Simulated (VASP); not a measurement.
Input of a VASP 6.6.1 run:

INCAR

```
SYSTEM = ZnO
PREC = Accurate
ENCUT = 520
EDIFF = 1E-6
ISMEAR = 0
SIGMA = 0.02
LREAL = .FALSE.
LASPH = .TRUE.
NELM = 80
ALGO = Normal
ISIF = 2
LWAVE = .FALSE.
LCHARG = .FALSE.
GGA = PE
NBANDS = 26
```

Contents of KPOINTS:

```
Automatic mesh
0
G
  12 12 6
  0 0 0
```

File POSCAR:

```
ZnO
1.0
    3.3064633704      0.0000000000      0.0000000000
   -1.6532316852      2.8634812755      0.0000000000
    0.0000000000      0.0000000000      5.3379627954
Zn O
2 2
Direct
    0.6666666667      0.3333333333      0.5006134490
    0.3333333333      0.6666666667      0.0006134490
    0.6666666667      0.3333333333      0.8796965510
    0.3333333333      0.6666666667      0.3796965510
```

Potentials or basis: VASP PAW PBE potentials, release 64 (Zn, O).

Command:

```console
$ cat potpaw_PBE.64/Zn/POTCAR potpaw_PBE.64/O/POTCAR > POTCAR
$ mpirun -np 1 vasp_std > vasp.out
```

(1) Estimate the band gap on the k mesh.

(2) Estimate the pressure.

Answers

(1) 0.69 eV, direct.

(2) -2.2 GPa.
